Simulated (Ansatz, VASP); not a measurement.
**MgO in VASP and in Ansatz**

```
Mg O
1.0
     5.52307    0.00000    0.00000
     0.00000    5.52307    0.00000
     0.00000    0.00000    5.52307
Mg O
6 6
Cartesian
  1.3808 0.0000 2.7615
  0.0000 2.7615 1.3808
  2.7615 4.1423 0.0000
  4.1423 0.0000 2.7615
  0.0000 2.7615 4.1423
  2.7615 1.3808 0.0000
  1.3808 2.7615 0.0000
  2.7615 0.0000 1.3808
  0.0000 4.1423 2.7615
  4.1423 2.7615 0.0000
  2.7615 0.0000 4.1423
  0.0000 1.3808 2.7615
```

Alike in both runs: task single point; functional LDA; k mesh 4 × 4 × 4; occupations gaussian, width 0.05 eV; no spin polarisation.

```csv
,VASP,Ansatz
version,VASP 6.6.1,Ansatz 0.2.0
potentials or method,"VASP PAW LDA potentials, release 64 (Mg, O), cutoff 520 eV","scalar-relativistic, plane waves, PAW"
valence electrons in the cell,48,96
```

```tsv
	VASP	Ansatz	Ansatz less VASP
gap on the k mesh at the Fermi level (eV)	2.86	2.87	+0.010
least direct gap on the mesh (eV)	2.86	2.87	+0.010
pressure (GPa)	-0.8	0.0	+0.74
```

Ansatz warns that its potentials were made for another functional, while VASP's fit it. LDA's correlation is that of Perdew and Zunger in VASP and of Perdew and Wang (1992) in Ansatz. VASP's potentials hold 48 valence electrons a cell and Ansatz's 96, so a difference there can come from the potentials and not from the codes.
